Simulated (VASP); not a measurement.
AlP, 2 atoms in the cell. It takes space group F-43m (No. 216, cubic). Conventional cell: a = 5.452 Å, b = 5.452 Å, c = 5.452 Å, α = 90.00°, β = 90.00°, γ = 90.00°. Within 3.1 Å of Al (site symmetry -43m) lie 4 P at 2.36 Å. P (site symmetry -43m) has 4 Al at 2.36 Å within 3.1 Å. 

* Program: VASP 6.6.1
* Task: single point
* Functional: PBE
* Dispersion: D3(BJ)
* Potentials or basis: VASP PAW PBE potentials, release 64 (Al, P)
* Cutoff: 500 eV
* k mesh: 8 × 8 × 8
* Occupations: gaussian, width 0.02 eV
* Spin: no spin polarisation
* Dipole correction: no
* Further INCAR settings: ALGO = Normal; EDIFF = 1e-06; NBANDS = 11

Potentials or basis: VASP PAW PBE potentials, release 64 (Al, P).

Command:

```bash
$ cat potpaw_PBE.64/Al/POTCAR potpaw_PBE.64/P/POTCAR > POTCAR
$ mpirun -np 1 vasp_std > vasp.out
```

Hardware: 1 thread of Intel Xeon 8259CL (shared host).

Q: Estimate the wall time of this run.

A: Run time: 18 s on 1 thread of Intel Xeon 8259CL (shared host), peak memory 0.16 GiB. Counts: scf iterations 12, k points 29.
